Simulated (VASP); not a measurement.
# GaB2As3 (P3m1) in VASP: further runs

The runs below take GaB2As3 through single point, relaxation of cell and atoms, with PBE.

Everything below comes from runs of VASP 6.6.1. Logs are shortened: lines on timing, memory, paths and dates and some standing lists are left out, and cuts for length are marked.

## Step 1: The cell of the first run

It takes space group P3m1 (No. 156, trigonal). Conventional cell: a = 3.607 Å, b = 3.607 Å, c = 9.006 Å, α = 90.00°, β = 90.00°, γ = 120.00°. Ga (site symmetry 3m) has 4 As at 2.34 to 2.46 Å within 3.1 Å. B (site symmetry 3m) has 4 As at 2.08 to 2.18 Å within 2.7 Å. B (site symmetry 3m) has 4 As at 2.09 to 2.19 Å within 2.8 Å. As (site symmetry 3m) has 1 B at 2.08 Å and 3 Ga at 2.34 Å within 2.7 Å. As (site symmetry 3m) has 3 B at 2.19 Å and 1 Ga at 2.46 Å within 2.9 Å. Within 2.8 Å of As (site symmetry 3m) lie 4 B at 2.09 to 2.18 Å.

## Step 2: Single point, PBE

The input, INCAR:

```
  PREC = Accurate
  ENCUT = 520
  EDIFF = 1E-6
  ISMEAR = 0
  SIGMA = 0.02
  LREAL = False
  LASPH = True
  NELM = 60
  ALGO = Normal
  ISIF = 2
  LWAVE = False
  LCHARG = False
  GGA = PE
  NBANDS = 26
```

The input, KPOINTS:

```
Automatic mesh
0
Gamma
  12 12 4
```

The input, POSCAR:

```
GaB2As3
1.0
    3.6072707495      0.0000000000      0.0000000000
   -1.8036353748      3.1239881074      0.0000000000
    0.0000000000      0.0000000000      9.0056412660
Ga B As
1 2 3
Direct
    0.3333333333      0.6666666667      0.6636615093
    0.0000000000      0.0000000000      0.0121296304
    0.6666666667      0.3333333333      0.3169421707
    0.0000000000      0.0000000000      0.7815393885
    0.3333333333      0.6666666667      0.3903826727
    0.6666666667      0.3333333333      0.0853446285
```

Potentials or basis: VASP PAW PBE potentials, release 64 (Ga_d, B, As).

On the command line:

```
cat potpaw_PBE.64/Ga_d/POTCAR potpaw_PBE.64/B/POTCAR potpaw_PBE.64/As/POTCAR > POTCAR
mpirun -np 1 vasp_std > vasp.out
```

OUTCAR:

```text
PREC = Accurate
   ENCUT = 520
   EDIFF = 1E-6
   ISMEAR = 0
   LREAL = False
   LASPH = True
   NELM = 60
   ISIF = 2
   GGA = PE

 ion  position               nearest neighbor table
   1  0.333  0.667  0.664-   4 2.34   4 2.34   4 2.34   5 2.46
   2  0.000  0.000  0.012-   4 2.08   6 2.18   6 2.18   6 2.18
   3  0.667  0.333  0.317-   6 2.09   5 2.19   5 2.19   5 2.19
   4  0.000  0.000  0.782-   2 2.08   1 2.34   1 2.34   1 2.34
   5  0.333  0.667  0.390-   3 2.19   3 2.19   3 2.19   1 2.46
   6  0.667  0.333  0.085-   3 2.09   2 2.18   2 2.18   2 2.18

  LATTYP: Found a hexagonal cell.
 ALAT       =     3.6072707495
 C/A-ratio  =     2.4965249052

  Lattice vectors:

 A1 = (   3.6072707495,   0.0000000000,   0.0000000000)
 A2 = (  -1.8036353748,   3.1239881074,   0.0000000000)
 A3 = (   0.0000000000,   0.0000000000,   9.0056412660)

Analysis of symmetry for initial positions (statically):
=====================================================================
 Subroutine PRICEL returns:
 Original cell was already a primitive cell.

 Routine SETGRP: Setting up the symmetry group for a
 hexagonal supercell.

 Subroutine GETGRP returns: Found  6 space group operations
 (whereof  6 operations were pure point group operations)
 out of a pool of 24 trial point group operations.

The static configuration has the point symmetry C_3v.

Analysis of symmetry for dynamics (positions and initial velocities):
=====================================================================
 Subroutine PRICEL returns:
 Original cell was already a primitive cell.

 Routine SETGRP: Setting up the symmetry group for a
 hexagonal supercell.

 Subroutine GETGRP returns: Found  6 space group operations
 (whereof  6 operations were pure point group operations)
 out of a pool of 24 trial point group operations.

The dynamic configuration has the point symmetry C_3v.

 Subroutine INISYM returns: Found  6 space group operations
 (whereof  6 operations are pure point group operations),
 and found     1 'primitive' translations

----------------------------------------------------------------------------------------

                                     Primitive cell

  volume of cell :     101.4852

  direct lattice vectors                    reciprocal lattice vectors
     3.607270750  0.000000000  0.000000000     0.277217894  0.160051826  0.000000000
    -1.803635375  3.123988107  0.000000000     0.000000000  0.320103651  0.000000000
     0.000000000  0.000000000  9.005641266     0.000000000  0.000000000  0.111041509

  length of vectors
     3.607270750  3.607270750  9.005641266     0.320103651  0.320103651  0.111041509

  position of ions in fractional coordinates (direct lattice)
     0.333333333  0.666666667  0.663661509
     0.000000000  0.000000000  0.012129630
     0.666666667  0.333333333  0.316942171
     0.000000000  0.000000000  0.781539389
     0.333333333  0.666666667  0.390382673
     0.666666667  0.333333333  0.085344629

  ion indices of the primitive-cell ions
   primitive index   ion index
                 1           1
                 2           2
                 3           3
                 4           4
                 5           5
                 6           6

----------------------------------------------------------------------------------------

 KPOINTS: Automatic mesh

Automatic generation of k-mesh.
 Grid dimensions read from file:
 generate k-points for:   12   12    4

 Generating k-lattice:

  Cartesian coordinates                     Fractional coordinates (reciprocal lattice)
     0.023101491  0.013337652  0.000000000     0.083333333  0.000000000  0.000000000
     0.000000000  0.026675304  0.000000000     0.000000000  0.083333333  0.000000000
     0.000000000  0.000000000  0.027760377     0.000000000  0.000000000  0.250000000

  Length of vectors
     0.026675304  0.026675304  0.027760377

  Shift w.r.t. Gamma in fractional coordinates (k-lattice)
     0.000000000  0.000000000  0.000000000

 Subroutine IBZKPT returns following result:
 ===========================================

 Found     69 irreducible k-points:

 Following reciprocal coordinates:
            Coordinates               Weight
  0.000000  0.000000  0.000000      1.000000
  0.083333  0.000000  0.000000      6.000000
  0.166667 -0.000000  0.000000      6.000000
  0.250000  0.000000  0.000000      6.000000
  0.333333  0.000000  0.000000      6.000000
  0.416667  0.000000  0.000000      6.000000
[... 16 lines left out ...]
  0.166667 -0.000000  0.250000      6.000000
  0.000000  0.166667  0.250000      6.000000
 [... further k-points ...]
   k-points           NKPTS =     69   k-points in BZ     NKDIM =     69   number of bands    NBANDS=     26
   number of dos      NEDOS =    301   number of ions     NIONS =      6
   total plane-waves  NPLWV =  54880
   dimension x,y,z NGX =    28 NGY =   28 NGZ =   70
   dimension x,y,z NGXF=    56 NGYF=   56 NGZF=  140
   ions per type =               1   2   3
   NGX,Y,Z   is equivalent  to a cutoff of  12.90, 12.90, 12.92 a.u.
   NGXF,Y,Z  is equivalent  to a cutoff of  25.81, 25.81, 25.84 a.u.
 SYSTEM =  unknown system
   PREC   = accura    normal or accurate (medium, high low for compatibility)
   ISTART =      0    job   : 0-new  1-cont  2-samecut
   ICHARG =      2    charge: 1-file 2-atom 10-const
   ISPIN  =      1    spin polarized calculation?
   LNONCOLLINEAR =      F non collinear calculations
   LSORBIT =      F    spin-orbit coupling
   LASPH  =      T    aspherical Exc in radial PAW
   ENCUT  =  520.0 eV  38.22 Ry    6.18 a.u.   6.71  6.71 16.74*2*pi/ulx,y,z
   NELM   =     60;   NELMIN=  2; NELMDL= -5     # of ELM steps
   EDIFF  = 0.1E-05   stopping-criterion for ELM
   LREAL  =      F    real-space projection
[... 7 lines left out ...]
   TEBEG  =    0.0;   TEEND  =   0.0 temperature during run
   PSTRESS=    0.0 pullay stress
   NELECT =      34.0000    total number of electrons
   NUPDOWN=      -1.0000    fix difference up-down
   EMIN   =  10.00;   EMAX   =-10.00  energy-range for DOS
   EFERMI =   0.00;   METHOD = LEGACY
   ISMEAR =     0;   SIGMA  =   0.02  broadening in eV -4-tet -1-fermi 0-gaus
   EFERMI_NEDOS =   21; number of points for ismear=-14 and -15
   IALGO  =     38    algorithm
   IMIX   =      4    mixing-type and parameters
     AMIX     =   0.40;   BMIX     =  1.00
     AMIX_MAG =   1.60;   BMIX_MAG =  1.00
  volume/ion in A,a.u.               =      16.91       114.14
  Fermi-wavevector in a.u.,A,eV,Ry     =   1.137017  2.148650 17.589710  1.292807
  Thomas-Fermi vector in A             =   2.273722
   LORBIT       =      0    0 simple, 1 ext, 2 COOP (PROOUT), +10 PAW based schemes
   GGA     = PE    functional components
   LHFCALC =     F    Hartree Fock is set to
   AEXX    =    0.0000 exact exchange contribution
   IVDW    =     0    specifies the selected vdW correction
   LEPSILON=     F    determine dielectric tensor
   LRPA    =     F    only Hartree local field effects (RPA)
 non-spin polarized calculation
 Gauss-broadening in eV      SIGMA  =   0.02
  energy-cutoff  :      520.00
  volume of cell :      101.49
 maximum number of plane-waves:      2758
 NGX is ok and might be reduce to    28
   NGX = 13   NGY = 13   NGZ = 33

 number of electron      34.0000000 magnetization

 Free energy of the ion-electron system (eV)
  ---------------------------------------------------
  ext. energy  EPLUGINS =         0.00000000
  ---------------------------------------------------
  free energy    TOTEN  =       -29.91598788 eV

  energy without entropy =      -29.91598788  energy(sigma->0) =      -29.91598788

 E-fermi :   5.9538     XC(G=0): -10.1149

 val. band max:        5.8683657466   @ k =   0.0000   0.0000   0.0000
 cond. band min:       6.0746850983   @ k =   0.4167   0.0000   0.2500
 fundamental gap:      0.2063193518
 Fermi energy:         5.9538191261

 k-point     1 :       0.0000    0.0000    0.0000
  band No.  band energies     occupation
      1      -9.7411      2.00000
      2      -9.6849      2.00000
      3      -9.6849      2.00000
      4      -9.5866      2.00000
      5      -9.5866      2.00000
      6      -9.2217      2.00000
[... 18 lines left out ...]
     25       9.1412      0.00000
     26      10.7662      0.00000

 k-point     2 :       0.0833    0.0000    0.0000
  band No.  band energies     occupation
      1      -9.7417      2.00000
      2      -9.6933      2.00000
      3      -9.6815      2.00000
      4      -9.5904      2.00000
      5      -9.5862      2.00000
      6      -9.1308      2.00000
[... 18 lines left out ...]
     25       9.7066      0.00000
     26      10.6709      0.00000

 k-point     3 :       0.1667   -0.0000    0.0000
  band No.  band energies     occupation
      1      -9.7598      2.00000
      2      -9.6937      2.00000
      3      -9.6728      2.00000
      4      -9.5981      2.00000
      5      -9.5844      2.00000
      6      -8.8702      2.00000
[... 18 lines left out ...]
     25      10.0350      0.00000
     26      10.8846      0.00000

 k-point     4 :       0.2500    0.0000    0.0000
  band No.  band energies     occupation
      1      -9.7927      2.00000
      2      -9.6802      2.00000
      3      -9.6627      2.00000
      4      -9.6063      2.00000
      5      -9.5800      2.00000
      6      -8.4574      2.00000
[... 18 lines left out ...]
     25      10.7710      0.00000
     26      10.8834      0.00000
[... 496 lines left out ...]
      1      -9.7455      2.00000
      2      -9.6907      2.00000
      3      -9.6815      2.00000
      4      -9.5904      2.00000
      5      -9.5862      2.00000
      6      -9.0618      2.00000
[... 18 lines left out ...]
     25       9.7072      0.00000
     26      10.5812      0.00000

 k-point    23 :       0.1667   -0.0000    0.2500
  band No.  band energies     occupation
      1      -9.7624      2.00000
      2      -9.6914      2.00000
      3      -9.6728      2.00000
      4      -9.5979      2.00000
      5      -9.5844      2.00000
      6      -8.8072      2.00000
[... 18 lines left out ...]
     25      10.2382      0.00000
     26      10.6787      0.00000

 k-point    24 :       0.0000    0.1667    0.2500
  band No.  band energies     occupation
      1      -9.7628      2.00000
      2      -9.6903      2.00000
      3      -9.6728      2.00000
      4      -9.5983      2.00000
      5      -9.5844      2.00000
      6      -8.8068      2.00000
[... 18 lines left out ...]
     25      10.0218      0.00000
     26      11.0093      0.00000

 [... further k-points ...]
[... 5 lines left out ...]
  --------------------------------------------------------------------------------------
  -------------------------------------------------------------------------------------
  Total        0.1677274      0.1677274      0.2618825     -0.0000000     -0.0000000      0.0000000
  in kB        2.6479624      2.6479624      4.1344178     -0.0000000     -0.0000000      0.0000000
  external PRESSURE =       3.1434475 kB  Pullay stress =       0.0000000 kB

 VOLUME and BASIS-vectors are now :
 -----------------------------------------------------------------------------
  energy-cutoff  :      520.00
  volume of cell :      101.49
      direct lattice vectors                 reciprocal lattice vectors
     3.607270750  0.000000000  0.000000000     0.277217894  0.160051826  0.000000000
    -1.803635375  3.123988107  0.000000000     0.000000000  0.320103651  0.000000000
     0.000000000  0.000000000  9.005641266     0.000000000  0.000000000  0.111041509

 POSITION                                       TOTAL-FORCE (eV/Angst)
 -----------------------------------------------------------------------------------
     -0.00000      2.08266      5.97670         0.000000     -0.000000     -0.011655
      0.00000      0.00000      0.10924        -0.000000      0.000000      0.024261
      1.80364      1.04133      2.85427        -0.000000      0.000000      0.023178
      0.00000      0.00000      7.03826        -0.000000      0.000000     -0.019913
     -0.00000      2.08266      3.51565        -0.000000      0.000000      0.004130
      1.80364      1.04133      0.76858         0.000000      0.000000     -0.020001
 -----------------------------------------------------------------------------------
    total drift:                                0.000001     -0.000001      0.000734

  FREE ENERGIE OF THE ION-ELECTRON SYSTEM (eV)
  ---------------------------------------------------
  free  energy   TOTEN  =       -29.9159878787 eV

  energy  without entropy=      -29.9159878787  energy(sigma->0) =      -29.91598788
```

It took 3.7 min on 1 thread of AMD EPYC 7R43 (Zen 3), shared host; peak memory 0.29 GiB.

Results:

```
Free energy            : -29.9160 eV
Pressure               : 0.3 GPa
Largest force          : 0.024 eV/Å
Band gap on the k mesh : 0.21 eV (least direct gap 0.41 eV)
```

Forces on the atoms (eV/Å):
```
Ga   0.000  0.000 -0.012
B    0.000  0.000  0.024
B    0.000  0.000  0.023
As   0.000  0.000 -0.020
As   0.000  0.000  0.004
As   0.000  0.000 -0.020
```

Stress tensor (GPa, compression positive):
```
0.26 0.00 0.00
0.00 0.26 0.00
0.00 0.00 0.41
```

Caveat: semilocal functionals underestimate gaps, and a narrow one can read as zero. A k mesh can miss the band edges.

## Step 3: Relaxation of cell and atoms, PBE

The input, INCAR:

```
SYSTEM = GaB2As3
PREC = Accurate ; ENCUT = 600
EDIFF = 1E-6 ; ISMEAR = 0
SIGMA = 0.02 ; LREAL = .FALSE.
LASPH = .TRUE. ; NELM = 100
ALGO = Normal ; ISIF = 3
LWAVE = .FALSE. ; LCHARG = .FALSE.
GGA = PE ; IBRION = 2
NSW = 100 ; EDIFFG = -0.01
```

The input, KPOINTS:

```
Automatic mesh
0
G
  12 12 4
  0 0 0
```

The input, POSCAR:

```
GaB2As3
1.0
    3.6094384230      0.0000000000      0.0000000000
   -1.8047192115      3.1258653677      0.0000000000
    0.0000000000      0.0000000000      8.9927381353
Ga B As
1 2 3
Direct
    0.3333333333      0.6666666667      0.6639580612
    0.0000000000      0.0000000000      0.0121816541
    0.6666666667      0.3333333333      0.3170759970
    0.0000000000      0.0000000000      0.7812323429
    0.3333333333      0.6666666667      0.3903501309
    0.6666666667      0.3333333333      0.0852018140
```

Potentials or basis: VASP PAW PBE potentials, release 64 (Ga_d, B, As).

On the command line:

```
cat potpaw_PBE.64/Ga_d/POTCAR potpaw_PBE.64/B/POTCAR potpaw_PBE.64/As/POTCAR > POTCAR
mpirun -np 1 vasp_std > vasp.out
```

Run time: 11 min. Hardware: 1 thread of AMD EPYC 7R43 (Zen 3), shared host; peak memory 0.33 GiB.

The run converged. Its results:

```yaml
Free_energy: -29.9176 eV
Relaxed_volume: 16.97 Å³/atom
Relaxed_cell: a = 3.611 Å, b = 3.611 Å, c = 9.015 Å, α = 90.00°, β = 90.00°, γ = 120.00°
Space_group_after_relaxing_to_0.1_Å: P3m1 (No. 156)
Energy_gained_by_relaxing: 0.1 meV/atom
Ionic_steps: 6
Pressure_after_relaxing: 0.0 GPa
Largest_force_after_relaxing: 0.003 eV/Å
Band_gap_on_the_k_mesh: 0.22 eV (least direct gap 0.41 eV)
```

Forces on the atoms (eV/Å):
```
Ga   0.000  0.000 -0.001
B    0.000  0.000  0.003
B    0.000  0.000  0.002
As   0.000  0.000  0.000
As   0.000  0.000 -0.003
As   0.000  0.000 -0.001
```

The path:
| step | energy change (eV) | largest force (eV/Å) | pressure (GPa) | volume (Å³) |
| --- | --- | --- | --- | --- |
| 1 | 0.0000 | 0.0551 | 0.36 | 101.46 |
| 2 | -0.0005 | 0.0324 | -0.25 | 102.02 |
| 3 | -0.0006 | 0.0216 | 0.02 | 101.83 |
| 4 | -0.0006 | 0.0233 | -0.08 | 101.87 |
| 5 | -0.0006 | 0.0231 | -0.02 | 101.85 |
| 6 | -0.0007 | 0.0031 | -0.03 | 101.83 |

Final structure:
```
Ga B As
1.0
     3.61140    0.00000    0.00000
    -1.80570    3.12756    0.00000
     0.00000    0.00000    9.01534
Ga B As
1 2 3
Direct
  0.33333 0.66667 0.66366
  0.00000 0.00000 0.01214
  0.66667 0.33333 0.31705
  0.00000 0.00000 0.78137
  0.33333 0.66667 0.39046
  0.66667 0.33333 0.08531
```

Levels at points of the mesh, in eV from the valence-band top:
```csv
k point,band 15,band 16,band 17,band 18,band 19,band 20
"(0.00, 0.00, 0.00)",-1.16,0.00,0.00,0.41,0.84,1.62
"(0.50, 0.00, 0.00)",-3.92,-3.42,-1.98,0.33,0.46,1.38
"(0.00, 0.00, 0.50)",-1.89,-0.19,-0.19,0.38,0.97,2.57
"(0.50, 0.00, 0.50)",-3.62,-2.53,-1.74,0.45,0.58,1.58
```

Caveat: semilocal functionals underestimate gaps, and a narrow one can read as zero.
